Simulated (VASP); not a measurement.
Here is a VASP 6.6.1 calculation.

Contents of INCAR:

```
SYSTEM = Ba
PREC = Accurate
ENCUT = 520
EDIFF = 1E-6
ISMEAR = -1
SIGMA = 0.1
LREAL = .False.
LASPH = .True.
NELM = 100
ALGO = Normal
ISIF = 2
LWAVE = .False.
LCHARG = .True.
GGA = RP
LELF = .True.
LVHAR = .True.
NBANDS = 11
```

The input KPOINTS:

```
regular mesh
0
Gamma
  14 14 14
  0 0 0
```

POSCAR

```
Ba
1.0
   -2.5050121036      2.5050121036      2.5050121036
    2.5050121036     -2.5050121036      2.5050121036
    2.5050121036      2.5050121036     -2.5050121036
Ba
1
Direct
    0.0000000000      0.0000000000      0.0000000000
```

Potentials or basis: VASP PAW PBE potentials, release 64 (Ba_sv).

Launch:

```console
$ cat potpaw_PBE.64/Ba_sv/POTCAR > POTCAR
$ mpirun -np 1 vasp_std > vasp.out
```

Q: Estimate the band gap on the k mesh.

A: Zero (bands 5 and 6 overlap by 0.98 eV).

Q: Predict the pressure.

A: 0.8 GPa.

Caveat: the PAW data sets were made with another functional, which shifts forces and pressure a little; spin-orbit coupling is left out, which moves the levels of the heavy elements.
